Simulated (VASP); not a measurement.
# ScAl3 (Amm2) in VASP: notebook, part 2 of 2

VASP 6.6.1. The steps go on from the part before.

## (4) Single point, PBE (all Al atoms moved -0.150 Å, as atom 2 along Cartesian [1 1 0])

INCAR

```
SYSTEM = ScAl3
ALGO = Fast
EDIFF = 1E-6
ENCUT = 520
GGA = PE
ISIF = 2
ISMEAR = 0
LASPH = .TRUE.
LCHARG = .TRUE.
LELF = .TRUE.
LREAL = .FALSE.
LVHAR = .TRUE.
LWAVE = .FALSE.
NBANDS = 18
NELM = 60
PREC = Accurate
SIGMA = 0.15
```

KPOINTS

```
k-points
0
G
  12 12 12
  0 0 0
```

POSCAR

```
ScAl3
1.0
    4.1053305968      0.0000000000      0.0000000000
    0.0000000000      4.1053305968      0.0000000000
    0.0000000000      0.0000000000      4.1053305968
Sc Al
1 3
Direct
    0.0000000000      0.0000000000      0.0000000000
    0.4741638305     -0.0258361695      0.5000000000
   -0.0258361695      0.4741638305      0.5000000000
    0.4741638305      0.4741638305      0.0000000000
```

Potentials or basis: VASP PAW PBE potentials, release 64 (Sc_sv, Al).

Command:

```bash
$ cat potpaw_PBE.64/Sc_sv/POTCAR potpaw_PBE.64/Al/POTCAR > POTCAR
$ mpirun -np 1 vasp_std > vasp.out
```

OUTCAR:

```text
SYSTEM = ScAl3
   EDIFF = 1E-6
   ENCUT = 520
   GGA = PE
   ISIF = 2
   ISMEAR = 0
   LASPH = .TRUE.
   LREAL = .FALSE.
   NELM = 60
   PREC = Accurate

 ion  position               nearest neighbor table
   1  0.000  0.000  0.000-   4 2.75   3 2.83   2 2.83   2 2.83   3 2.83   4 2.91   4 2.91   3 2.98
                             2 2.98   3 2.98   2 2.98   4 3.05
   2  0.474  0.974  0.500-   1 2.83   1 2.83   4 2.90   3 2.90   4 2.90   3 2.90   4 2.90   4 2.90
                             3 2.90   3 2.90   1 2.98   1 2.98
   3  0.974  0.474  0.500-   1 2.83   1 2.83   4 2.90   2 2.90   4 2.90   2 2.90   2 2.90   4 2.90
                             4 2.90   2 2.90   1 2.98   1 2.98
   4  0.474  0.474  0.000-   1 2.75   2 2.90   3 2.90   2 2.90   3 2.90   2 2.90   2 2.90   3 2.90
                             3 2.90   1 2.91   1 2.91   1 3.05

  LATTYP: Found a simple cubic cell.
 ALAT       =     4.1053305968

  Lattice vectors:

 A1 = (   4.1053305968,   0.0000000000,   0.0000000000)
 A2 = (   0.0000000000,   4.1053305968,   0.0000000000)
 A3 = (   0.0000000000,   0.0000000000,   4.1053305968)

Analysis of symmetry for initial positions (statically):
=====================================================================
 Subroutine PRICEL returns:
 Original cell was already a primitive cell.

 Routine SETGRP: Setting up the symmetry group for a
 simple cubic supercell.

 Subroutine GETGRP returns: Found  4 space group operations
 (whereof  4 operations were pure point group operations)
 out of a pool of 48 trial point group operations.

The static configuration has the point symmetry C_2v.

Analysis of symmetry for dynamics (positions and initial velocities):
=====================================================================
 Subroutine PRICEL returns:
 Original cell was already a primitive cell.

 Routine SETGRP: Setting up the symmetry group for a
 simple cubic supercell.
[... 128 lines left out ...]
     AMIX     =   0.40;   BMIX     =  1.00
     AMIX_MAG =   1.60;   BMIX_MAG =  1.00
  volume/ion in A,a.u.               =      17.30       116.73
  Fermi-wavevector in a.u.,A,eV,Ry     =   1.082439  2.045513 15.941590  1.171674
  Thomas-Fermi vector in A             =   2.218480
   LORBIT       =      0    0 simple, 1 ext, 2 COOP (PROOUT), +10 PAW based schemes
   GGA     = PE    functional components
   LHFCALC =     F    Hartree Fock is set to
   AEXX    =    0.0000 exact exchange contribution
   IVDW    =     0    specifies the selected vdW correction
   LEPSILON=     F    determine dielectric tensor
   LRPA    =     F    only Hartree local field effects (RPA)
 non-spin polarized calculation
 RMM-DIIS sequential band-by-band and
 Gauss-broadening in eV      SIGMA  =   0.15
  energy-cutoff  :      520.00
  volume of cell :       69.19
 maximum number of plane-waves:      1888
   NGX = 15   NGY = 15   NGZ = 15

 number of electron      19.9999997 magnetization

 Free energy of the ion-electron system (eV)
  ---------------------------------------------------
  ext. energy  EPLUGINS =         0.00000000
  ---------------------------------------------------
  free energy    TOTEN  =       -19.20066794 eV

  energy without entropy =      -19.18547584  energy(sigma->0) =      -19.19307189

 E-fermi :   7.1686     XC(G=0): -10.3639

 val. band max:        7.1681393065   @ k =   0.3333   0.2500   0.0000
 cond. band min:       7.1799010940   @ k =  -0.2500   0.2500   0.5000
 fundamental gap:      0.0117617874
 Fermi energy:         7.1686046455

 k-point     1 :       0.0000    0.0000    0.0000
  band No.  band energies     occupation
      1     -41.8491      2.00000
      2     -20.5541      2.00000
      3     -20.5512      2.00000
      4     -20.5485      2.00000
      5      -2.8045      2.00000
      6       4.5316      2.00000
[... 481 lines left out ...]
      5      -2.1809      2.00000
      6       2.1028      2.00000
[... 10 lines left out ...]
     17      12.0251      0.00000
     18      12.8908      0.00000

 [... further k-points ...]

------------------------ aborting loop because EDIFF is reached ----------------------------------------

  FORCE on cell =-STRESS in cart. coord.  units (eV):
  Direction    XX          YY          ZZ          XY          YZ          ZX
  --------------------------------------------------------------------------------------
  -------------------------------------------------------------------------------------
  Total        0.2861956      0.2861956      0.2580200      0.1670002      0.0000000      0.0000000
  in kB        6.6271854      6.6271854      5.9747469      3.8670790      0.0000000      0.0000000
  external PRESSURE =       6.4097059 kB  Pullay stress =       0.0000000 kB

 VOLUME and BASIS-vectors are now :
 -----------------------------------------------------------------------------
  energy-cutoff  :      520.00
  volume of cell :       69.19
      direct lattice vectors                 reciprocal lattice vectors
     4.105330597  0.000000000  0.000000000     0.243585742  0.000000000  0.000000000
     0.000000000  4.105330597  0.000000000     0.000000000  0.243585742  0.000000000
     0.000000000  0.000000000  4.105330597     0.000000000  0.000000000  0.243585742

 POSITION                                       TOTAL-FORCE (eV/Angst)
 -----------------------------------------------------------------------------------
      0.00000      0.00000      0.00000        -1.007322     -1.007322      0.000000
      1.94660      3.99926      2.05267         0.446473      0.093921      0.000000
      3.99926      1.94660      2.05267         0.093921      0.446473      0.000000
      1.94660      1.94660      0.00000         0.466928      0.466928      0.000000
 -----------------------------------------------------------------------------------
    total drift:                                0.000239      0.000239     -0.000000

  FREE ENERGIE OF THE ION-ELECTRON SYSTEM (eV)
  ---------------------------------------------------
  free  energy   TOTEN  =       -19.2006679378 eV

  energy  without entropy=      -19.1854758351  energy(sigma->0) =      -19.19307189
```

stdout:

```text
POSCAR found type information on POSCAR ScAl
 POSCAR found :  2 types and       4 ions
 scaLAPACK will be used
 LDA part: xc-table for (Slater+PW92), standard interpolation
 POSCAR, INCAR and KPOINTS ok, starting setup
 FFT: planning ... GRIDC
 FFT: planning ... GRID_SOFT
 FFT: planning ... GRID
 WAVECAR not read
 entering main loop
```

It took 3.1 min on 1 thread of Intel Xeon Platinum 8488C (Sapphire Rapids), shared host; peak memory 0.45 GiB.

What came out:

```
Free energy            : -19.2007 eV
Pressure               : 0.6 GPa
Largest force          : 1.425 eV/Å
Band gap on the k mesh : zero (bands 10 and 11 overlap by 3.82 eV)
```

Forces in eV/Å, atoms in the order of the input:
```
Sc  -1.007 -1.007  0.000
Al   0.446  0.094  0.000
Al   0.094  0.446  0.000
Al   0.467  0.467  0.000
```

Caveat: the cell differs from its parent crystal (all Al atoms moved -0.150 Å, as atom 2 along Cartesian [1 1 0]); forces of over 1 eV/Å act on the atoms, so gaps and moduli don't describe the material at rest.

## (5) Single point, PBE (all Al atoms moved +0.263 Å, as atom 2 along Cartesian [1 1 0])

INCAR

```
PREC     = Accurate       # precision mode
ENCUT    = 520            # plane-wave cutoff, eV
EDIFF    = 1E-6           # SCF threshold, eV
ISMEAR   = 0              # smearing method
SIGMA    = 0.15           # smearing width, eV
LREAL    = False          # projectors in reciprocal space
LASPH    = True           # aspherical terms in the spheres
NELM     = 100            # most SCF steps
ALGO     = Fast           # electronic algorithm
ISIF     = 2              # what is computed and relaxed
LWAVE    = False          # write WAVECAR
LCHARG   = False          # write CHGCAR
GGA      = PE             # functional
NBANDS   = 18             # bands
```

KPOINTS

```
Automatic mesh
0
Gamma
  12 12 12
```

POSCAR

```
ScAl3
1.0
    4.1053305968      0.0000000000      0.0000000000
    0.0000000000      4.1053305968      0.0000000000
    0.0000000000      0.0000000000      4.1053305968
Sc Al
1 3
Direct
    0.0000000000      0.0000000000      0.0000000000
    0.5452132966      0.0452132966      0.5000000000
    0.0452132966      0.5452132966      0.5000000000
    0.5452132966      0.5452132966      0.0000000000
```

Potentials or basis: VASP PAW PBE potentials, release 64 (Sc_sv, Al).

Command:

```bash
$ cat potpaw_PBE.64/Sc_sv/POTCAR potpaw_PBE.64/Al/POTCAR > POTCAR
$ mpirun -np 1 vasp_std > vasp.out
```

OUTCAR:

```text
PREC = Accurate
   ENCUT = 520
   EDIFF = 1E-6
   ISMEAR = 0
   LREAL = False
   LASPH = True
   NELM = 100
   ISIF = 2
   GGA = PE

 ion  position               nearest neighbor table
   1  0.000  0.000  0.000-   4 2.64   3 2.78   2 2.78   2 2.78   3 2.78   4 2.91   4 2.91   3 3.04
                             2 3.04   3 3.04   2 3.04   4 3.17
   2  0.545  0.045  0.500-   1 2.78   1 2.78   4 2.90   3 2.90   4 2.90   3 2.90   4 2.90   4 2.90
                             3 2.90   3 2.90   1 3.04   1 3.04
   3  0.045  0.545  0.500-   1 2.78   1 2.78   4 2.90   2 2.90   4 2.90   2 2.90   2 2.90   4 2.90
[... 710 lines left out ...]
  -------------------------------------------------------------------------------------
  Total        0.8072090      0.8072090      0.7050091      0.5237128      0.0000000      0.0000000
  in kB       18.6918455     18.6918455     16.3252903     12.1271674      0.0000000      0.0000000
  external PRESSURE =      17.9029937 kB  Pullay stress =       0.0000000 kB

 VOLUME and BASIS-vectors are now :
 -----------------------------------------------------------------------------
  energy-cutoff  :      520.00
  volume of cell :       69.19
      direct lattice vectors                 reciprocal lattice vectors
     4.105330597  0.000000000  0.000000000     0.243585742  0.000000000  0.000000000
     0.000000000  4.105330597  0.000000000     0.000000000  0.243585742  0.000000000
     0.000000000  0.000000000  4.105330597     0.000000000  0.000000000  0.243585742

 POSITION                                       TOTAL-FORCE (eV/Angst)
 -----------------------------------------------------------------------------------
      0.00000      0.00000      0.00000         1.806288      1.806288      0.000000
      2.23828      0.18562      2.05267        -0.771348     -0.152786      0.000000
      0.18562      2.23828      2.05267        -0.152786     -0.771348      0.000000
      2.23828      2.23828      0.00000        -0.882154     -0.882154      0.000000
 -----------------------------------------------------------------------------------
    total drift:                               -0.000978     -0.000978      0.000000

  FREE ENERGIE OF THE ION-ELECTRON SYSTEM (eV)
  ---------------------------------------------------
  free  energy   TOTEN  =       -18.9775799067 eV

  energy  without entropy=      -18.9620146250  energy(sigma->0) =      -18.96979727
```

OSZICAR:

```text
N       E                     dE             d eps       ncg     rms          rms(c)
DAV:   1     0.108716573224E+03    0.10872E+03   -0.82365E+03 10860   0.100E+03
DAV:   2    -0.150181547065E+02   -0.12373E+03   -0.12076E+03 10846   0.289E+02
DAV:   3    -0.198380504886E+02   -0.48199E+01   -0.46419E+01 16370   0.553E+01
DAV:   4    -0.199604630199E+02   -0.12241E+00   -0.12203E+00 16692   0.894E+00
DAV:   5    -0.199626858491E+02   -0.22228E-02   -0.22226E-02 15740   0.107E+00    0.893E+00
RMM:   6    -0.189260292762E+02    0.10367E+01   -0.17410E+00 11259   0.149E+01    0.271E+00
RMM:   7    -0.190302042731E+02   -0.10417E+00   -0.21936E+00 14962   0.656E+00    0.141E+00
RMM:   8    -0.189771891817E+02    0.53015E-01   -0.14070E-01 12344   0.439E+00    0.161E+00
RMM:   9    -0.189807232079E+02   -0.35340E-02   -0.82971E-02 15461   0.228E+00    0.566E-01
RMM:  10    -0.189773634993E+02    0.33597E-02   -0.18836E-02 14668   0.119E+00    0.134E-01
RMM:  11    -0.189778426862E+02   -0.47919E-03   -0.61947E-03 15887   0.546E-01    0.996E-02
RMM:  12    -0.189775868561E+02    0.25583E-03   -0.80889E-04 16909   0.260E-01    0.469E-02
RMM:  13    -0.189776050258E+02   -0.18170E-04   -0.12350E-04 16863   0.816E-02    0.238E-02
RMM:  14    -0.189775792604E+02    0.25765E-04   -0.62963E-05 16108   0.674E-02    0.361E-02
RMM:  15    -0.189775796076E+02   -0.34719E-06   -0.19703E-05 15450   0.344E-02    0.104E-02
RMM:  16    -0.189775799067E+02   -0.29908E-06   -0.26501E-06 12135   0.211E-02
   1 F= -.18977580E+02 E0= -.18969797E+02  d E =-.155653E-01
```

It took 3 min on 1 thread of Intel Xeon Platinum 8488C (Sapphire Rapids), shared host; peak memory 0.45 GiB.

Results:

* Free energy: -18.9776 eV
* Pressure: 1.8 GPa
* Largest force: 2.554 eV/Å
* Band gap on the k mesh: zero (bands 10 and 11 overlap by 3.74 eV)

Forces on the atoms (eV/Å):
```
Sc   1.806  1.806  0.000
Al  -0.771 -0.153  0.000
Al  -0.153 -0.771  0.000
Al  -0.882 -0.882  0.000
```

Caveat: the cell differs from its parent crystal (all Al atoms moved +0.263 Å, as atom 2 along Cartesian [1 1 0]); forces of over 1 eV/Å act on the atoms, so gaps and moduli don't describe the material at rest.

## (6) The runs side by side

```tsv
cell	further INCAR settings	gap on the mesh (eV)	pressure (GPa)	largest force (eV/Å)
as given, atomic positions A	ALGO = Fast; EDIFF = 1e-07; NBANDS = 18	none	2.3	2.95
as given, atomic positions B	ALGO = Fast; EDIFF = 1e-06; NBANDS = 18	none	1.3	2.17
as given, atomic positions C	ALGO = Fast; EDIFF = 1e-06; NBANDS = 18	none	0.6	1.42
as given, atomic positions D	ALGO = Fast; EDIFF = 1e-06; NBANDS = 18	none	1.8	2.55
```

Alike in all rows: task single point; level PBE; potentials or basis VASP PAW PBE potentials, release 64 (Sc_sv, Al); no spin polarisation; k mesh 12 × 12 × 12; cutoff (eV) 520; smearing gaussian 0.15 eV.

Caveats: forces of over 1 eV/Å act on the atoms, so gaps and moduli don't describe the material at rest.

Total energies depend on the potentials used, so only differences within one code and one set of settings carry meaning.

The gap in the log of VASP goes by the Fermi energy; the results here count the filled bands.